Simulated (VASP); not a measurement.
# Al (I4_1/amd) in VASP: single point with PBE

Aim: the single point of Al with PBE.

All numbers are computed with VASP 6.6.1; they aren't measurements. Logs are shortened: lines on timing, memory, paths and dates and some standing lists are left out, and cuts for length are marked.

**1. The cell of the first run**

It takes space group I4_1/amd (No. 141, tetragonal). Conventional cell: a = 5.291 Å, b = 5.291 Å, c = 2.743 Å, α = 90.00°, β = 90.00°, γ = 90.00°. Within 3.6 Å of Al (site symmetry -4m2) lie 10 Al at 2.73 to 3.35 Å.

**2. Single point, PBE (19.20 Å³/atom)**

File POSCAR:

```
Al
1.0
   -2.6455853965      2.6455853965      1.3713062696
    2.6455853965     -2.6455853965      1.3713062696
    2.6455853965      2.6455853965     -1.3713062696
Al
2
Direct
   -0.3750000000     -0.1250000000     -0.2500000000
    0.3750000000      0.1250000000      0.2500000000
```

File INCAR.step1:

```
SYSTEM = Al
PREC = Accurate ; ENCUT = 520
EDIFF = 1E-6 ; ISMEAR = -1
SIGMA = 0.05 ; LREAL = .False.
LASPH = .True. ; NELM = 100
ALGO = Normal ; ISIF = 2
LWAVE = .False. ; LCHARG = .True.
GGA = PE ; NBANDS = 10
```

File KPOINTS.step1:

```
Automatic mesh
0
Gamma
  16 16 16
  0 0 0
```

File INCAR.step2:

```
SYSTEM = Al
PREC = Accurate ; ENCUT = 520
EDIFF = 1E-6 ; ISMEAR = -5
SIGMA = 0.05 ; LREAL = .False.
LASPH = .True. ; NELM = 100
ALGO = Normal ; ISIF = 2
LWAVE = .False. ; LCHARG = .False.
GGA = PE ; LORBIT = 11
NEDOS = 2001 ; ICHARG = 11
```

File KPOINTS.step2:

```
Automatic mesh
0
Gamma
  24 24 24
  0 0 0
```

Potentials or basis: VASP PAW PBE potentials, release 64 (Al).

Run with:

```sh
> cat potpaw_PBE.64/Al/POTCAR > POTCAR
> cp INCAR.step1 INCAR
> cp KPOINTS.step1 KPOINTS
> mpirun -np 1 vasp_std > vasp.out
> cp INCAR.step2 INCAR
> cp KPOINTS.step2 KPOINTS
> mpirun -np 1 vasp_std > vasp.out
```

OUTCAR:

```text
SYSTEM = Al
   PREC = Accurate
   ENCUT = 520
   EDIFF = 1E-6
   ISMEAR = -5
   LREAL = .False.
   LASPH = .True.
   NELM = 100
   ISIF = 2
   GGA = PE
   LORBIT = 11
   ICHARG = 11

 ion  position               nearest neighbor table
   1  0.625  0.875  0.750-   2 2.73   2 2.73   2 2.73   2 2.73   2 3.35   2 3.35   2 3.35   2 3.35

   2  0.375  0.125  0.250-   1 2.73   1 2.73   1 2.73   1 2.73   1 3.35   1 3.35   1 3.35   1 3.35

  LATTYP: Found a body centered tetragonal cell.
 ALAT       =     5.2911707930
 C/A-ratio  =     0.5183375564

  Lattice vectors:

 A1 = (  -2.6455853965,   2.6455853965,   1.3713062696)
 A2 = (   2.6455853965,  -2.6455853965,   1.3713062696)
 A3 = (   2.6455853965,   2.6455853965,  -1.3713062696)

Analysis of symmetry for initial positions (statically):
=====================================================================
 Subroutine PRICEL returns:
 Original cell was already a primitive cell.

 Routine SETGRP: Setting up the symmetry group for a
 body centered tetragonal supercell.

 Subroutine GETGRP returns: Found 16 space group operations
 (whereof  4 operations were pure point group operations)
 out of a pool of 16 trial point group operations.

The static configuration has the point symmetry C_2h.
 The point group associated with its full space group is D_4h.

Analysis of symmetry for dynamics (positions and initial velocities):
=====================================================================
 Subroutine PRICEL returns:
 Original cell was already a primitive cell.

 Routine SETGRP: Setting up the symmetry group for a
 body centered tetragonal supercell.

 Subroutine GETGRP returns: Found 16 space group operations
 (whereof  4 operations were pure point group operations)
 out of a pool of 16 trial point group operations.

The dynamic configuration has the point symmetry C_2h.
 The point group associated with its full space group is D_4h.

 Subroutine INISYM returns: Found 16 space group operations
 (whereof  4 operations are pure point group operations),
 and found     1 'primitive' translations

----------------------------------------------------------------------------------------

                                     Primitive cell

  volume of cell :      38.3918

  direct lattice vectors                    reciprocal lattice vectors
    -2.645585397  2.645585397  1.371306270     0.000000000  0.188994088  0.364615849
     2.645585397 -2.645585397  1.371306270     0.188994088  0.000000000  0.364615849
     2.645585397  2.645585397 -1.371306270     0.188994088  0.188994088  0.000000000

  length of vectors
     3.984811798  3.984811798  3.984811798     0.410686599  0.410686599  0.267278003

  position of ions in fractional coordinates (direct lattice)
     0.625000000  0.875000000  0.750000000
     0.375000000  0.125000000  0.250000000

  ion indices of the primitive-cell ions
   primitive index   ion index
                 1           1
                 2           2

----------------------------------------------------------------------------------------

 KPOINTS: Automatic mesh

Automatic generation of k-mesh.
 Grid dimensions read from file:
 generate k-points for:   24   24   24

 Generating k-lattice:

  Cartesian coordinates                     Fractional coordinates (reciprocal lattice)
     0.000000000  0.007874754  0.015192327     0.041666667  0.000000000  0.000000000
     0.007874754  0.000000000  0.015192327     0.000000000  0.041666667  0.000000000
     0.007874754  0.007874754  0.000000000     0.000000000  0.000000000  0.041666667

  Length of vectors
     0.017111942  0.017111942  0.011136583

  Shift w.r.t. Gamma in fractional coordinates (k-lattice)
     0.000000000  0.000000000  0.000000000

 TETIRR: Found  33868 inequivalent tetrahedra from    82944

 Subroutine IBZKPT returns following result:
 ===========================================

 Found   1063 irreducible k-points:

 Following reciprocal coordinates:
            Coordinates               Weight
  0.000000  0.000000  0.000000      1.000000
  0.041667  0.000000 -0.000000      8.000000
  0.083333  0.000000  0.000000      8.000000
  0.125000  0.000000  0.000000      8.000000
  0.166667  0.000000 -0.000000      8.000000
  0.208333 -0.000000  0.000000      8.000000
[... 16 lines left out ...]
  0.416667  0.041667  0.000000     16.000000
  0.458333  0.041667  0.000000     16.000000
 [... further k-points ...]
   k-points           NKPTS =   1063   k-points in BZ     NKDIM =   1063   number of bands    NBANDS=      7
   number of dos      NEDOS =   2001   number of ions     NIONS =      2
   total plane-waves  NPLWV =  27000
   dimension x,y,z NGX =    30 NGY =   30 NGZ =   30
   dimension x,y,z NGXF=    60 NGYF=   60 NGZF=   60
   ions per type =               2
   NGX,Y,Z   is equivalent  to a cutoff of  12.52, 12.52, 12.52 a.u.
   NGXF,Y,Z  is equivalent  to a cutoff of  25.03, 25.03, 25.03 a.u.
 SYSTEM =  Al
   PREC   = accura    normal or accurate (medium, high low for compatibility)
   ISTART =      0    job   : 0-new  1-cont  2-samecut
   ICHARG =     11    charge: 1-file 2-atom 10-const
   ISPIN  =      1    spin polarized calculation?
   LNONCOLLINEAR =      F non collinear calculations
   LSORBIT =      F    spin-orbit coupling
   LASPH  =      T    aspherical Exc in radial PAW
   ENCUT  =  520.0 eV  38.22 Ry    6.18 a.u.   7.41  7.41  7.41*2*pi/ulx,y,z
   NELM   =    100;   NELMIN=  2; NELMDL=  0     # of ELM steps
   EDIFF  = 0.1E-05   stopping-criterion for ELM
   LREAL  =      F    real-space projection
[... 7 lines left out ...]
   TEBEG  =    0.0;   TEEND  =   0.0 temperature during run
   PSTRESS=    0.0 pullay stress
   NELECT =       6.0000    total number of electrons
   NUPDOWN=      -1.0000    fix difference up-down
   EMIN   =  10.00;   EMAX   =-10.00  energy-range for DOS
   EFERMI =   0.00;   METHOD = LEGACY
   ISMEAR =    -5;   SIGMA  =   0.05  broadening in eV -4-tet -1-fermi 0-gaus
   EFERMI_NEDOS =   21; number of points for ismear=-14 and -15
   IALGO  =     38    algorithm
   IMIX   =      4    mixing-type and parameters
     AMIX     =   0.40;   BMIX     =  1.00
     AMIX_MAG =   1.60;   BMIX_MAG =  1.00
  volume/ion in A,a.u.               =      19.20       129.54
  Fermi-wavevector in a.u.,A,eV,Ry     =   0.881819  1.666395 10.579945  0.777604
  Thomas-Fermi vector in A             =   2.002366
   LORBIT       =     11    0 simple, 1 ext, 2 COOP (PROOUT), +10 PAW based schemes
   GGA     = PE    functional components
   LHFCALC =     F    Hartree Fock is set to
   AEXX    =    0.0000 exact exchange contribution
   IVDW    =     0    specifies the selected vdW correction
   LEPSILON=     F    determine dielectric tensor
   LRPA    =     F    only Hartree local field effects (RPA)
 non-spin polarized calculation
 Fermi weights with tetrahedron method with Bloechl corrections
  energy-cutoff  :      520.00
  volume of cell :       38.39
 maximum number of plane-waves:      1050
 NGX is ok and might be reduce to    30

 number of electron       6.0000000 magnetization

 Free energy of the ion-electron system (eV)
  ---------------------------------------------------
  ext. energy  EPLUGINS =         0.00000000
  ---------------------------------------------------
  free energy    TOTEN  =        -6.93319678 eV

  energy without entropy =       -6.93319678  energy(sigma->0) =       -6.93319678

 E-fermi :   6.2202     XC(G=0):  -9.6191

 val. band max:        6.3040053634   @ k =   0.4583   0.0417   0.0000
 cond. band min:       6.0946999982   @ k =   0.2083   0.2083   0.0000
 fundamental gap:     -0.2093053652
 Fermi energy:         6.2201650110

 k-point     1 :       0.0000    0.0000    0.0000
  band No.  band energies     occupation
      1      -3.6949      2.00000
      2       5.8022      2.00000
      3       5.8022      2.00000
      4       6.4043      0.00000
      5       8.4147      0.00000
      6      14.5636      0.00000
      7      15.9483      0.00000

 k-point     2 :       0.0417    0.0000   -0.0000
  band No.  band energies     occupation
      1      -3.6517      2.00000
      2       5.6337      2.00000
      3       5.7752      2.00000
      4       6.6475      0.00000
      5       8.5229      0.00000
      6      14.3770      0.00000
      7      15.8086      0.00000

 k-point     3 :       0.0833    0.0000    0.0000
  band No.  band energies     occupation
      1      -3.5221      2.00000
      2       5.3857      2.00000
      3       5.7116      2.00000
      4       7.1174      0.00000
      5       8.8296      0.00000
      6      13.9399      0.00000
      7      15.1030      0.00000

 k-point     4 :       0.1250    0.0000    0.0000
  band No.  band energies     occupation
      1      -3.3064      2.00000
      2       5.1888      2.00000
      3       5.6471      2.01363
      4       7.6752      0.00000
      5       9.2978      0.00000
      6      13.3953      0.00000
      7      14.0205      0.00000

 k-point     5 :       0.1667    0.0000   -0.0000
  band No.  band energies     occupation
      1      -3.0049      2.00000
      2       5.0634      2.00000
      3       5.6120      2.03924
      4       8.2767      0.00000
      5       9.8936      0.00000
      6      12.7444      0.00000
      7      12.7977      0.00000

 k-point     6 :       0.2083   -0.0000    0.0000
  band No.  band energies     occupation
      1      -2.6183      2.00000
      2       5.0145      2.00000
      3       5.6255      2.05120
      4       8.8318      0.00000
      5      10.5865      0.00000
      6      11.4774      0.00000
      7      12.1695      0.00000

 k-point     7 :       0.2500    0.0000    0.0000
  band No.  band energies     occupation
      1      -2.1471      2.00000
      2       5.0434      2.00000
      3       5.6986      2.17562
      4       8.9330      0.00000
      5      10.5929      0.00000
      6      11.3092      0.00000
      7      11.6237      0.00000
[... 121 lines left out ...]
 k-point    20 :       0.2917    0.0417    0.0000
  band No.  band energies     occupation
      1      -1.0797      2.00000
      2       5.4359      2.01089
      3       6.4513      0.17649
      4       7.1399      0.00000
      5       9.4022      0.00000
      6      10.7810      0.00000
      7      11.8572      0.00000

 k-point    21 :       0.3333    0.0417    0.0000
  band No.  band energies     occupation
      1      -0.3778      2.00000
      2       5.6729      2.00000
      3       5.9420      1.99793
      4       6.6799      0.00000
      5       8.7163      0.00000
      6      10.0475      0.00000
      7      12.5730      0.00000

 k-point    22 :       0.3750    0.0417   -0.0000
  band No.  band energies     occupation
      1       0.4047      2.00000
      2       4.7741      2.00000
      3       5.9689      1.98624
      4       6.9057     -0.00901
      5       8.1123      0.00000
      6       9.3588      0.00000
      7      12.3579      0.00000

 k-point    23 :       0.4167    0.0417    0.0000
  band No.  band energies     occupation
      1       1.2660      2.00000
      2       3.6648      2.00000
      3       6.2729      1.12710
      4       6.9481      0.00000
      5       7.7834      0.00000
      6       8.8347      0.00000
      7      12.1103      0.00000

 k-point    24 :       0.4583    0.0417    0.0000
  band No.  band energies     occupation
      1       2.2018      2.00000
      2       2.6252      2.00000
      3       6.3040      1.05770
      4       6.8803      0.00000
      5       7.7292      0.00000
      6       8.7038      0.00000
      7      11.9369      0.00000

 [... further k-points ...]

------------------------ aborting loop because EDIFF is reached ----------------------------------------

  FORCE on cell =-STRESS in cart. coord.  units (eV):
  Direction    XX          YY          ZZ          XY          YZ          ZX
  --------------------------------------------------------------------------------------
  -------------------------------------------------------------------------------------
  Total        0.0679914      0.0679914     -0.1611327      0.0000000     -0.0000000     -0.0000000
  in kB        2.8374407      2.8374407     -6.7244423      0.0000000     -0.0000000     -0.0000000
  external PRESSURE =      -0.3498536 kB  Pullay stress =       0.0000000 kB

 VOLUME and BASIS-vectors are now :
 -----------------------------------------------------------------------------
  energy-cutoff  :      520.00
  volume of cell :       38.39
      direct lattice vectors                 reciprocal lattice vectors
    -2.645585397  2.645585397  1.371306270     0.000000000  0.188994088  0.364615849
     2.645585397 -2.645585397  1.371306270     0.188994088  0.000000000  0.364615849
     2.645585397  2.645585397 -1.371306270     0.188994088  0.188994088  0.000000000

 POSITION                                       TOTAL-FORCE (eV/Angst)
 -----------------------------------------------------------------------------------
      2.64559      1.32279      1.02848         0.000000      0.000000      0.000000
     -0.00000      1.32279      0.34283        -0.000000     -0.000000     -0.000000
 -----------------------------------------------------------------------------------
    total drift:                                0.000000     -0.000000      0.000000

  FREE ENERGIE OF THE ION-ELECTRON SYSTEM (eV)
  ---------------------------------------------------
  free  energy   TOTEN  =        -6.9331967816 eV

  energy  without entropy=       -6.9331967816  energy(sigma->0) =       -6.93319678

 total charge

# of ion       s       p       d       tot
------------------------------------------
    1        0.467   0.316   0.000   0.782
    2        0.467   0.316   0.000   0.782
--------------------------------------------------
tot          0.933   0.631   0.000   1.564
```

Run time: 4.1 min. Hardware: 1 thread of Intel Xeon Platinum 8259CL at 2.50GHz (Skylake/Cascade Lake), shared host; peak memory 0.39 GiB.

What came out:

| Property | Result |
| --- | --- |
| Valence electrons inside the program's atomic spheres | Al 0.78 |

Levels at points of the mesh, in eV from the Fermi level:
```tsv
k point	band 1	band 2	band 3	band 4	band 5	band 6
(0.00, 0.00, 0.00)	-9.92	-0.42	-0.42	0.18	2.19	8.34
(0.50, 0.00, 0.00)	-3.86	-3.79	0.19	0.87	1.26	2.36
(0.50, 0.50, 0.00)	-7.32	-7.32	1.95	1.95	3.61	3.61
(0.50, 0.50, 0.50)	-5.19	-5.19	-4.26	-4.26	8.34	8.34
```

Caveat: tetrahedron occupations give inexact forces and stress in metals.
